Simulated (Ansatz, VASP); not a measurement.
**Au in VASP and in Ansatz**

```xyz
2
Lattice="-3.0517 3.4713 1.3740 3.4713 -3.0517 1.3740 1.9887 1.9887 -0.6055" Properties=species:S:1:pos:R:3 pbc="T T T"
Au    3.4236   -3.0040    1.3740
Au   -0.3789    2.7872    1.0712
```

Alike in both runs: task single point; functional LDA; k mesh 13 × 13 × 13; occupations fermi-dirac, width 0.1 eV; no spin polarisation.

```csv
,VASP,Ansatz
version,VASP 6.6.1,Ansatz 0.2.0
potentials or method,"VASP PAW LDA potentials, release 64 (Au), cutoff 520 eV","plane waves (420 eV) with PAW, scalar-relativistic"
valence electrons in the cell,22,38
```

```tsv
	VASP	Ansatz	Ansatz less VASP
pressure (GPa)	-10.8	-11.2	-0.36
traceless stress, the component that is largest in VASP (GPa)	0.79	0.78	-0.011
```

Ansatz warns that its potentials were made for another functional, while VASP's fit it. LDA's correlation is that of Perdew and Zunger in VASP and of Perdew and Wang (1992) in Ansatz. VASP's potentials hold 22 valence electrons a cell and Ansatz's 38, so a difference there can come from the potentials and not from the codes.

Spin-orbit coupling is off throughout.
